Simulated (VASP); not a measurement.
A run of VASP 6.6.1 is set up as follows.

File INCAR:

```
  ALGO = Fast
  EDIFF = 1E-6
  ENCUT = 520
  GGA = RE
  ISIF = 2
  ISMEAR = -1
  ISPIN = 2
  LASPH = True
  LCHARG = False
  LMAXMIX = 4
  LORBIT = 11
  LREAL = False
  LWAVE = False
  MAGMOM = 2 2
  NBANDS = 20
  NELM = 150
  PREC = Accurate
  SIGMA = 0.05
```

Contents of KPOINTS:

```
k-points
0
Gamma
  12 12 7
```

Contents of POSCAR:

```
Co
1.0
    2.4719999032      0.0000000000      0.0000000000
   -1.2359999516      2.1408147143      0.0000000000
    0.0000000000      0.0000000000      4.0211440800
Co
2
Direct
    0.6666666667      0.3333333333      0.7500000000
    0.3333333333      0.6666666667      0.2500000000
```

Potentials or basis: VASP PAW PBE potentials, release 64 (Co).

The run is started by

```bash
$ cat potpaw_PBE.64/Co/POTCAR > POTCAR
$ mpirun -np 1 vasp_std > vasp.out
```

What does it give for the site moments?

Co +1.63 μB.

Estimate the net moment.

3.22 μB per cell.

Stress tensor (GPa, compression positive):
```
9.30 0.00 0.00
0.00 9.30 0.00
0.00 0.00 6.49
```

Caveat: the PAW data sets were made with another functional, which shifts forces and pressure a little.
